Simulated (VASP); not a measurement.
A run of VASP 6.6.1 is set up as follows.

File INCAR:

```
SYSTEM = BeB2As
ALGO     = Normal         ! electronic algorithm
EDIFF    = 1E-6           ! SCF threshold, eV
ENCUT    = 600            ! plane-wave cutoff, eV
GGA      = PE             ! functional
GGA_COMPAT= .FALSE.      
ISIF     = 2              ! what is computed and relaxed
ISMEAR   = 0              ! smearing method
ISPIN    = 2              ! spin polarisation
LASPH    = .TRUE.         ! aspherical terms in the spheres
LCHARG   = .FALSE.        ! write CHGCAR
LORBIT   = 11             ! projections on sites
LREAL    = .FALSE.        ! projectors in reciprocal space
LWAVE    = .FALSE.        ! write WAVECAR
MAGMOM   = 0 0 0 0        ! initial moments
NBANDS   = 18             ! bands
NELM     = 200            ! most SCF steps
PREC     = Accurate       ! precision mode
SIGMA    = 0.1            ! smearing width, eV
```

Contents of KPOINTS:

```
Automatic mesh
0
Gamma
  12 12 20
  0.5 0.5 0.5
```

The input POSCAR:

```
BeB2As
1.0
    4.2900979649      0.0000000000      0.0000000000
    0.0000000000      4.2900979649      0.0000000000
    0.0000000000      0.0000000000      2.3577386676
Be B As
1 2 1
Direct
    0.5000000000      0.5000000000      0.5000000000
    0.0000000000      0.5000000000      0.5000000000
    0.5000000000      0.0000000000      0.5000000000
    0.0000000000      0.0000000000      0.5000000000
```

Potentials or basis: VASP PAW PBE potentials, release 64 (Be, B, As).

Run with:

```console
$ cat potpaw_PBE.64/Be/POTCAR potpaw_PBE.64/B/POTCAR potpaw_PBE.64/As/POTCAR > POTCAR
$ mpirun -np 1 vasp_std > vasp.out
```

Problem. Estimate the pressure.

Solution. 0.5 GPa.

Problem. Predict the net moment.

Solution. 0.00 μB per cell.

Stress tensor (GPa, compression positive):
```
 2.59  0.00  0.00
 0.00  2.59  0.00
 0.00  0.00 -3.78
```

Caveat: the stress differs along the axes, from -4 to 3 GPa; no moment was typed at the start, so none could form.
